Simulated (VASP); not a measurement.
The system is Co.

```
CELL_PARAMETERS angstrom
2.49371 0.00000 0.00000
-1.24686 2.15962 0.00000
0.00000 0.00000 4.03009
ATOMIC_POSITIONS crystal
Co 0.33333 0.66667 0.25000
Co 0.66667 0.33333 0.75000
```

Base run:

| Item | Value |
| --- | --- |
| Program | VASP 6.6.1 |
| Functional | PBE |
| Potentials or basis | VASP PAW PBE potentials, release 64 (Co) |
| Cutoff | 520 eV |
| k mesh | 20 × 20 × 12 |
| Occupations | gaussian, width 0.05 eV |
| Spin | collinear spin, antiferromagnetic start |
| Starting moments | [1.5, -1.5] μB |

Its results: band gap on the k mesh zero (filled and empty bands overlap); pressure -7.2 GPa.

Question: The run is repeated on the same cell with these changes: spin from collinear spin, antiferromagnetic start to no spin polarisation; further incar settings from ALGO = Normal; EDIFF = 1e-06; NBANDS = 20 to ALGO = Normal; EDIFF = 1e-07; NBANDS = 16. What comes out?

Answer: Band gap on the k mesh zero (bands 9 and 10 overlap by 1.42 eV); pressure -11.8 GPa.

Caveats: the cell stands under tension; the antiferromagnetic order is the one typed at the start, and another may lie lower (at least some runs).
